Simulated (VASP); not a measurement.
# Hf3Au (Pm-3m) in VASP: a series of runs, part 2 of 2

VASP 6.6.1.

### 3 Relaxation of cell and atoms, LDA

This run uses another cell than the first one, of 20.59 Å³/atom, 1.084 times its volume.

INCAR reads:

```
SYSTEM = Hf3Au
  PREC = Accurate
  ENCUT = 600
  EDIFF = 1E-7
  ISMEAR = -1
  SIGMA = 0.05
  LREAL = .FALSE.
  LASPH = .TRUE.
  NELM = 60
  ALGO = Normal
  ISIF = 3
  LWAVE = .FALSE.
  LCHARG = .FALSE.
  IBRION = 2
  NSW = 80
  EDIFFG = -0.02
```

KPOINTS reads:

```
regular mesh
0
G
  5 5 5
  0 0 0
```

POSCAR reads:

```
Hf3Au
1.0
    4.3506540000      0.0000000000      0.0000000000
    0.0000000000      4.3506540000      0.0000000000
    0.0000000000      0.0000000000      4.3506540000
Hf Au
3 1
Direct
    0.5000000000      0.0000000000      0.0000000000
    0.0000000000      0.5000000000      0.0000000000
    0.0000000000      0.0000000000      0.5000000000
    0.5000000000      0.5000000000      0.5000000000
```

Potentials or basis: VASP PAW LDA potentials, release 64 (Hf_pv, Au).

The run is started by

```console
> cat potpaw_LDA.64/Hf_pv/POTCAR potpaw_LDA.64/Au/POTCAR > POTCAR
> mpirun -np 1 vasp_std > vasp.out
```

OUTCAR:

```text
SYSTEM = Hf3Au
   PREC = Accurate
   ENCUT = 600
   EDIFF = 1E-7
   ISMEAR = -1
   LREAL = .FALSE.
   LASPH = .TRUE.
   NELM = 60
   ISIF = 3
   IBRION = 2
   NSW = 80
   EDIFFG = -0.02

 ion  position               nearest neighbor table
   1  0.500  0.000  0.000-   2 3.08   3 3.08   4 3.08   3 3.08   4 3.08   2 3.08   4 3.08   4 3.08
                             2 3.08   3 3.08   3 3.08   2 3.08
   2  0.000  0.500  0.000-   1 3.08   3 3.08   4 3.08   3 3.08   4 3.08   1 3.08   3 3.08   3 3.08
                             1 3.08   4 3.08   4 3.08   1 3.08
   3  0.000  0.000  0.500-   1 3.08   2 3.08   4 3.08   1 3.08   2 3.08   2 3.08   4 3.08   2 3.08
                             1 3.08   4 3.08   1 3.08   4 3.08
   4  0.500  0.500  0.500-   1 3.08   2 3.08   3 3.08   1 3.08   2 3.08   1 3.08   3 3.08   1 3.08
                             2 3.08   3 3.08   2 3.08   3 3.08

  LATTYP: Found a simple cubic cell.
 ALAT       =     4.3506540000

  Lattice vectors:

 A1 = (   4.3506540000,   0.0000000000,   0.0000000000)
 A2 = (   0.0000000000,   4.3506540000,   0.0000000000)
 A3 = (   0.0000000000,   0.0000000000,   4.3506540000)

Analysis of symmetry for initial positions (statically):
=====================================================================
[... 153 lines left out ...]

 number of electron      41.0000008 magnetization

 Free energy of the ion-electron system (eV)
  ---------------------------------------------------
  ext. energy  EPLUGINS =         0.00000000
  ---------------------------------------------------
  free energy    TOTEN  =       -37.33095213 eV

  energy without entropy =      -37.26610999  energy(sigma->0) =      -37.29853106

------------------------ aborting loop because EDIFF is reached ----------------------------------------

  FORCE on cell =-STRESS in cart. coord.  units (eV):
  Direction    XX          YY          ZZ          XY          YZ          ZX
  --------------------------------------------------------------------------------------
  -------------------------------------------------------------------------------------
  Total       -4.9800258     -4.9800258     -4.9800258     -0.0000000      0.0000000     -0.0000000
  in kB      -96.8899064    -96.8899064    -96.8899064     -0.0000000      0.0000000     -0.0000000
  external PRESSURE =     -96.8899064 kB  Pullay stress =       0.0000000 kB
[... 101 lines left out ...]
--------------------------------------- Ionic step        4  -------------------------------------------

 number of electron      40.9999998 magnetization

 Free energy of the ion-electron system (eV)
  ---------------------------------------------------
  ext. energy  EPLUGINS =         0.00000000
  ---------------------------------------------------
  free energy    TOTEN  =       -37.53942389 eV

  energy without entropy =      -37.49327478  energy(sigma->0) =      -37.51634934

 E-fermi :   6.4214     XC(G=0): -12.2838

 val. band max:        6.3451658236   @ k =   0.4000   0.4000   0.2000
 cond. band min:       6.4539169246   @ k =   0.4000   0.2000   0.2000
 fundamental gap:      0.1087511010
 Fermi energy:         6.4214474491

 k-point     1 :       0.0000    0.0000    0.0000
  band No.  band energies     occupation
      1     -24.0418      2.00000
      2     -24.0418      2.00000
      3     -24.0418      2.00000
      4     -23.4910      2.00000
      5     -23.4910      2.00000
      6     -23.4910      2.00000
[... 290 lines left out ...]
  FREE ENERGIE OF THE ION-ELECTRON SYSTEM (eV)
  ---------------------------------------------------
  free  energy   TOTEN  =       -37.5394238939 eV

  energy  without entropy=      -37.4932747845  energy(sigma->0) =      -37.51634934

 reached required accuracy - stopping structural energy minimisation
```

OSZICAR:

```text
N       E                     dE             d eps       ncg     rms          rms(c)
DAV:   1     0.202430060746E+03    0.20243E+03   -0.24545E+04   480   0.181E+03
DAV:   2    -0.293663443766E+02   -0.23180E+03   -0.22939E+03   560   0.395E+02
DAV:   3    -0.396365173505E+02   -0.10270E+02   -0.10059E+02   656   0.541E+01
[... 42 lines left out ...]
DAV:   3    -0.375394501048E+02    0.10385E-03   -0.27327E-04   480   0.114E-01    0.612E-02
DAV:   4    -0.375394270274E+02    0.23077E-04   -0.52947E-05   496   0.455E-02    0.265E-02
DAV:   5    -0.375394240711E+02    0.29563E-05   -0.59391E-06   560   0.150E-02    0.133E-02
DAV:   6    -0.375394238867E+02    0.18440E-06   -0.11175E-06   472   0.623E-03    0.524E-03
DAV:   7    -0.375394238939E+02   -0.71623E-08   -0.12186E-07   272   0.256E-03
   4 F= -.37539424E+02 E0= -.37516349E+02  d E =-.208472E+00
```

CONTCAR:

```text
Hf3Au
   1.00000000000000
     4.2351861426987707    0.0000000000000000   -0.0000000000000000
    -0.0000000000000000    4.2351861426987707   -0.0000000000000000
     0.0000000000000000    0.0000000000000000    4.2351861426987707
  Hf              Au
     3     1
Direct
     0.5000000000000000    0.0000000000000000    0.0000000000000000
     0.0000000000000000    0.5000000000000000    0.0000000000000000
     0.0000000000000000    0.0000000000000000    0.5000000000000000
     0.5000000000000000    0.5000000000000000    0.5000000000000000

  0.00000000E+00  0.00000000E+00  0.00000000E+00
  0.00000000E+00  0.00000000E+00  0.00000000E+00
  0.00000000E+00  0.00000000E+00  0.00000000E+00
  0.00000000E+00  0.00000000E+00  0.00000000E+00
```

Wall time 30 s (1 thread of Intel Xeon 6975P-C (Granite Rapids), shared host); peak memory 0.19 GiB.

Results:

```yaml
Free_energy: -37.5394 eV
Relaxed_volume: 18.99 Å³/atom
Relaxed_cell: a = 4.235 Å, b = 4.235 Å, c = 4.235 Å, α = 90.00°, β = 90.00°, γ = 90.00°
Space_group_after_relaxing_to_0.05_Å: Pm-3m (No. 221)
Energy_gained_by_relaxing: 52.1 meV/atom
Ionic_steps: 4
Pressure_after_relaxing: 0.0 GPa
```

Step by step:
| step | energy change (eV) | largest force (eV/Å) | pressure (GPa) | volume (Å³) |
| --- | --- | --- | --- | --- |
| 1 | 0.0000 | 0.0000 | -9.69 | 82.35 |
| 2 | 0.1988 | 0.0000 | 19.00 | 68.38 |
| 3 | -0.2083 | 0.0000 | -0.29 | 76.10 |
| 4 | -0.2085 | 0.0000 | -0.04 | 75.97 |

Final structure:
```xyz
4
Lattice="4.2352 0.0000 0.0000 0.0000 4.2352 0.0000 0.0000 0.0000 4.2352" Properties=species:S:1:pos:R:3 pbc="T T T"
Hf    2.1176    0.0000    0.0000
Hf    0.0000    2.1176    0.0000
Hf    0.0000    0.0000    2.1176
Au    2.1176    2.1176    2.1176
```

Caveat: spin-orbit coupling is left out, which moves the levels of the heavy elements.
